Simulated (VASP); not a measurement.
Runs of VASP 6.6.1 on Rh. The structure is that of space group Im-3m (No. 229), or close to it. The cells are those of the table. This isn't the form of Rh at room conditions, which is fcc.

```tsv
task	cell	gap on the mesh (eV)	pressure (GPa)
relaxation of cell and atoms	relaxed from a = 2.607 Å, angles 109.5°, 1 atom	none	-0.1
single point	a = 2.553 Å, angles 109.5°, 1 atom	none	21.2
single point	a = 2.576 Å, angles 109.5°, 1 atom	none	(a)
single point	a = 2.590 Å, angles 109.5°, 1 atom	none	6.0
relaxation of cell and atoms	relaxed to 5 GPa from a = 2.607 Å, angles 109.5°, 1 atom	none	4.9
relaxation of cell and atoms	relaxed to 20 GPa from a = 2.607 Å, angles 109.5°, 1 atom	none	20.1
single point	a = 2.604 Å, angles 109.5°, 1 atom	none	0.9
relaxation of cell and atoms	relaxed to 10 GPa from a = 2.607 Å, angles 109.5°, 1 atom	none	10.0
```

Alike in all rows: level LDA; potentials or basis VASP PAW LDA potentials, release 64 (Rh_pv); no spin polarisation; k mesh 12 × 12 × 12; cutoff (eV) 500; smearing gaussian 0.1 eV.

Problem. Estimate the missing entries.

Solution. (a) 11.0.

Caveats: the cell stands under pressure (at least some runs); the cell is relaxed towards a set pressure, so the run minimises the enthalpy, not the energy (at least some runs); the relaxation stopped at its first step, so nothing moved (at least some runs).

A k mesh can miss the band edges, and the runs leave out spin-orbit coupling on Rh.

A gap of «none» marks levels without a gap at the run's occupations.
